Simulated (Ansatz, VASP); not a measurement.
# Nb3Sn in VASP and in Ansatz

POSCAR

```
Nb3Sn
1.0
    5.2821000000      0.0000000000      0.0000000000
    0.0000000000      5.2821000000      0.0000000000
    0.0000000000      0.0000000000      5.2821000000
Nb Sn
6 2
Direct
    0.2500000000      0.0000000000      0.5000000000
    0.5000000000      0.7500000000      0.0000000000
    0.7500000000      0.0000000000      0.5000000000
    0.5000000000      0.2500000000      0.0000000000
    0.0000000000      0.5000000000      0.7500000000
    0.0000000000      0.5000000000      0.2500000000
    0.0000000000      0.0000000000      0.0000000000
    0.5000000000      0.5000000000      0.5000000000
```

File INCAR.step1:

```
SYSTEM = Nb3Sn
PREC = Accurate ; ENCUT = 520
ISMEAR = 0 ; SIGMA = 0.1
LREAL = .FALSE. ; LASPH = .TRUE.
NELM = 100 ; NBANDS = 63
GGA = PE ; ALGO = Normal
EDIFF = 1E-4 ; LWAVE = .TRUE.
LCHARG = .FALSE.
```

INCAR.step2

```
SYSTEM = Nb3Sn
PREC = Accurate ; ENCUT = 520
EDIFF = 1E-6 ; ISMEAR = 0
SIGMA = 0.1 ; LREAL = .FALSE.
LASPH = .TRUE. ; NELM = 100
ALGO = Normal ; ISIF = 2
LWAVE = .FALSE. ; LCHARG = .TRUE.
METAGGA = R2SCAN ; LMIXTAU = .TRUE.
LELF = .TRUE. ; LVHAR = .TRUE.
NBANDS = 63 ; ISTART = 1
```

Contents of KPOINTS:

```
Automatic mesh
0
G
  4 4 4
  0 0 0
```

Input for Ansatz:

```yaml
crystal:
  lattice:
    - [5.2821, 0.0, 0.0]
    - [0.0, 5.2821, 0.0]
    - [0.0, 0.0, 5.2821]
  atoms:
    - { symbol: Nb, position: [0.25, 0.0, 0.5] }
    - { symbol: Nb, position: [0.5, 0.75, 0.0] }
    - { symbol: Nb, position: [0.75, 0.0, 0.5] }
    - { symbol: Nb, position: [0.5, 0.25, 0.0] }
    - { symbol: Nb, position: [0.0, 0.5, 0.75] }
    - { symbol: Nb, position: [0.0, 0.5, 0.25] }
    - { symbol: Sn, position: [0.0, 0.0, 0.0] }
    - { symbol: Sn, position: [0.5, 0.5, 0.5] }
basis:
  ecutwfc: 500
kpoints:
  mp_grid: { grid: [4, 4, 4] }
hamiltonian:
  xc: r2scan
scf:
  occupations: { method: gaussian, width: 0.1 }
  lower_state_search: "off"
output:
  forces: true
  stress: true
  eigenvalues: true
```

Alike in both runs: task single point; functional r2SCAN; k mesh 4 × 4 × 4; occupations gaussian, width 0.1 eV; no spin polarisation.

|  | VASP | Ansatz |
| --- | --- | --- |
| version | VASP 6.6.1 | Ansatz 0.2.0 |
| potentials or method | VASP PAW PBE potentials, release 64 (Nb_sv, Sn_d), cutoff 520 eV | scalar-relativistic, plane waves, PAW |
| valence electrons in the cell | 106 | 106 |

```csv
,VASP,Ansatz,Ansatz less VASP
gap on the k mesh at the Fermi level (eV),none,none,-
pressure (GPa),1.8,1.9,+0.08
```

VASP's potentials were made for PBE, not for r2SCAN. A gap of «none» marks a metal or a gap that the smearing closes.
